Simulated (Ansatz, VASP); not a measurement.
**One calculation of CdTe, two programs**

```xyz
2
Lattice="0.0000 3.2050 3.3492 3.2050 0.0000 3.3492 3.2050 3.2050 0.0000" Properties=species:S:1:pos:R:3 pbc="T T T"
Cd    0.0000    0.0000    0.0000
Te    4.8075    4.8075    5.0238
```

Change from the starting cell: strain +0.0450 x Voigt [0, 0, 1, 0, 0, 0], atoms carried along.

Alike in both runs: task single point; functional PBE; k mesh 8 × 8 × 8; occupations gaussian, width 0.05 eV; no spin polarisation.

```csv
,VASP,Ansatz
version,VASP 6.6.1,Ansatz 0.2.0
potentials or method,"VASP PAW PBE potentials, release 64 (Cd, Te), cutoff 520 eV","scalar-relativistic, plane waves, PAW"
valence electrons in the cell,18,36
```

|  | VASP | Ansatz | Ansatz less VASP |
| --- | --- | --- | --- |
| gap on the k mesh at the Fermi level (eV) | 0.68 | 0.68 | +0.001 |
| least direct gap on the mesh (eV) | 0.68 | 0.68 | +0.001 |
| pressure (GPa) | 2.2 | 2.0 | -0.14 |
| traceless stress, the component that is largest in VASP (GPa) | -0.48 | -0.48 | -0.002 |

The functional is the same, so the differences come from potentials, cutoffs and numerics. VASP's potentials hold 18 valence electrons a cell and Ansatz's 36, so a difference there can come from the potentials and not from the codes.

Spin-orbit coupling is off throughout.
